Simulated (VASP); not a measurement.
A run of VASP 6.6.1 is set up as follows.

The input INCAR:

```
SYSTEM = C
PREC     = Accurate       ! precision mode
ENCUT    = 520            ! plane-wave cutoff, eV
EDIFF    = 1E-6           ! SCF threshold, eV
ISMEAR   = 0              ! smearing method
SIGMA    = 0.01           ! smearing width, eV
LREAL    = .False.        ! projectors in reciprocal space
LASPH    = .True.         ! aspherical terms in the spheres
NELM     = 100            ! most SCF steps
ALGO     = Normal         ! electronic algorithm
ISIF     = 2              ! what is computed and relaxed
LWAVE    = .False.        ! write WAVECAR
LCHARG   = .False.        ! write CHGCAR
GGA      = PE             ! functional
NBANDS   = 16             ! bands
```

KPOINTS

```
regular mesh
0
Gamma
  18 18 6
  0 0 0
```

The input POSCAR:

```
C
1.0
    1.2280479700     -2.1270618200      0.0000000000
    1.2280479700      2.1270618200      0.0000000000
    0.0000000000      0.0000000000      7.1732677600
C
4
Direct
    0.0833794600      0.9166205400      0.7531376000
    0.5833794600      0.4166205400      0.2468624000
    0.9166205400      0.0833794600      0.2468624000
    0.4166205400      0.5833794600      0.7531376000
```

Potentials or basis: VASP PAW PBE potentials, release 64 (C).

Run with:

```console
$ cat potpaw_PBE.64/C/POTCAR > POTCAR
$ mpirun -np 1 vasp_std > vasp.out
```

(1) Estimate the pressure.

(2) Predict the largest force.

Answers

(1) 4.2 GPa.

(2) 0.027 eV/Å.

Caveat: the cell stands under pressure; this functional lacks dispersion, which binds layers or chains, so the pressure and a relaxed spacing across them are unreliable.
